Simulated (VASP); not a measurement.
# Zn3F: relaxation of cell and atoms with PBE

Crystal: Zn3F.

```xyz
4
Lattice="3.9523 0.0000 0.0000 0.0000 3.9523 0.0000 0.0000 0.0000 3.9523" Properties=species:S:1:pos:R:3 pbc="T T T"
Zn    0.0000    1.9761    1.9761
Zn    1.9761    0.0000    1.9761
Zn    1.9761    1.9761    0.0000
F     0.0000    0.0000    0.0000
```

The cell was generated, and may not be a known phase.

```json
{"Program": "VASP 6.6.1", "Task": "relaxation of cell and atoms", "Functional": "PBE", "Potentials or basis": "VASP PAW PBE potentials, release 64 (Zn, F)", "Cutoff": "600 eV", "k mesh": "12 × 12 × 12", "Occupations": "gaussian, width 0.1 eV", "Spin": "no spin polarisation", "Dipole correction": "no", "Further INCAR settings": "ALGO = Normal; EDIFF = 1e-06; IBRION = 2; EDIFFG = -0.01; NSW = 100; ISIF = 3"}
```

```
Relaxed volume                        : 15.46 Å³/atom
Relaxed cell                          : a = 3.954 Å, b = 3.954 Å, c = 3.954 Å, α = 90.00°, β = 90.00°, γ = 90.00°
Space group after relaxing (to 0.1 Å) : Pm-3m (No. 221)
Energy gained by relaxing             : 0.0 meV/atom
Ionic steps                           : 2
Pressure after relaxing               : 0.0 GPa
Band gap on the k mesh                : zero (an odd number of electrons rules out a gap without spin polarisation)
```

Final structure:
```
Zn F
1.0
     3.95429    0.00000    0.00000
     0.00000    3.95429    0.00000
     0.00000    0.00000    3.95429
Zn F
3 1
Direct
  0.00000 0.50000 0.50000
  0.50000 0.00000 0.50000
  0.50000 0.50000 0.00000
  0.00000 0.00000 0.00000
```

Levels at points of the mesh, in eV from the Fermi level:
| k point | band 18 | band 19 | band 20 | band 21 | band 22 | band 23 | band 24 | band 25 |
| --- | --- | --- | --- | --- | --- | --- | --- | --- |
| (0.00, 0.00, 0.00) | -4.28 | -4.28 | -4.28 | 2.05 | 2.05 | 2.05 | 2.41 | 2.41 |
| (0.50, 0.00, 0.00) | -4.18 | -3.87 | -3.87 | -2.54 | 2.89 | 2.89 | 3.81 | 5.18 |
| (0.50, 0.50, 0.00) | -5.07 | -4.38 | -3.67 | -0.83 | -0.83 | 0.25 | 5.60 | 5.99 |
| (0.50, 0.50, 0.50) | -4.83 | -4.83 | -2.42 | -0.93 | -0.93 | -0.93 | 2.20 | 2.20 |

It took 79 s on 1 thread of Intel(R) Xeon(R) Platinum 8559C (Emerald Rapids), on a shared host, peak memory 0.27 GiB.

Caveat: an odd number of electrons without spin polarisation forces a metal; a magnetic or distorted state may lie lower.
